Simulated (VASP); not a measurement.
Runs of VASP 6.6.1 on Mo. The structure is that of space group Im-3m (No. 229), or close to it. The cells are those of the table. 

| cell | gap on the mesh (eV) | pressure (GPa) |
| --- | --- | --- |
| a = 2.540 Å, angles 110.6, 110.6, 107.2°, 1 atom | none | 94.6 |
| a = 2.612 Å, angles 109.5°, 1 atom | none | 49.5 |
| a = 2.685 Å, angles 108.4, 108.4, 111.7°, 1 atom | none | (a) |
| a = 2.939 Å, angles 109.5°, 1 atom | none | (b) |
| a = 2.830 Å, angles 109.5°, 1 atom | none | -20.5 |
| a = 2.649 Å, angles 110.6, 110.6, 107.3°, 1 atom | none | 32.7 |

Alike in all rows: task single point; level PBE; potentials or basis VASP PAW PBE potentials, release 64 (Mo_sv); no spin polarisation; k mesh 22 × 22 × 22; cutoff (eV) 520; smearing gaussian 0.15 eV.

Problem. Estimate the missing entries.

Solution. (a) 18.1; (b) -34.6.

Caveats: the cell stands under pressure (at least some runs); the cell stands under tension (at least some runs).

A k mesh can miss the band edges, and the runs leave out spin-orbit coupling on Mo.

A gap of «none» marks levels without a gap at the run's occupations.
